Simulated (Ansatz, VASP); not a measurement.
## One calculation of BaS, two programs

File INCAR:

```
  ALGO = Normal
  EDIFF = 1E-8
  ENCUT = 520
  GGA = PS
  ISIF = 2
  ISMEAR = -1
  LASPH = True
  LCHARG = False
  LEFG = True
  LREAL = False
  LWAVE = False
  NBANDS = 15
  NELM = 60
  PREC = Accurate
  SIGMA = 0.02
```

File KPOINTS:

```
k-points
0
Gamma
  8 8 8
```

The input POSCAR:

```
BaS
1.0
    0.0000000000      3.2149012787      3.2149012787
    3.2149012787      0.0000000000      3.2149012787
    3.2149012787      3.2149012787      0.0000000000
Ba S
1 1
Direct
    0.0000000000      0.0000000000      0.0000000000
    0.5000000000      0.5000000000      0.5000000000
```

Input for Ansatz:

```yaml
crystal:
  lattice:
    - [0.0, 3.2149012787, 3.2149012787]
    - [3.2149012787, 0.0, 3.2149012787]
    - [3.2149012787, 3.2149012787, 0.0]
  atoms:
    - { symbol: Ba, position: [0.0, 0.0, 0.0] }
    - { symbol: S, position: [0.5, 0.5, 0.5] }
kpoints:
  mp_grid: { grid: [8, 8, 8] }
scf:
  occupations: { method: fermi_dirac, width: 0.02 }
hamiltonian:
  xc: pbesol
  pseudopotentials: { kind: all_electron, datasets: crystal }
output:
  forces: true
  stress: true
  eigenvalues: true
  efg: { contact_densities: true }
```

Change from the starting cell: volume scaled by 1.02, crystal datasets.

Alike in both runs: task electric field gradients; functional PBEsol; k mesh 8 × 8 × 8; occupations fermi-dirac, width 0.02 eV; no spin polarisation.

|  | VASP | Ansatz |
| --- | --- | --- |
| version | VASP 6.6.1 | Ansatz 0.2.0 |
| potentials or method | VASP PAW PBE potentials, release 64 (Ba_sv, S), cutoff 520 eV | all-electron PAW with datasets made for the crystal, scalar-relativistic |

```tsv
	VASP	Ansatz	Ansatz less VASP
gap on the k mesh at the Fermi level (eV)	2.02	2.11	+0.095
pressure (GPa)	-1.4	-1.9	-0.57
```

VASP's potentials were made for PBE, not for PBEsol. Ansatz ran all-electron here, and VASP with PAW potentials.

Spin-orbit coupling is off throughout.
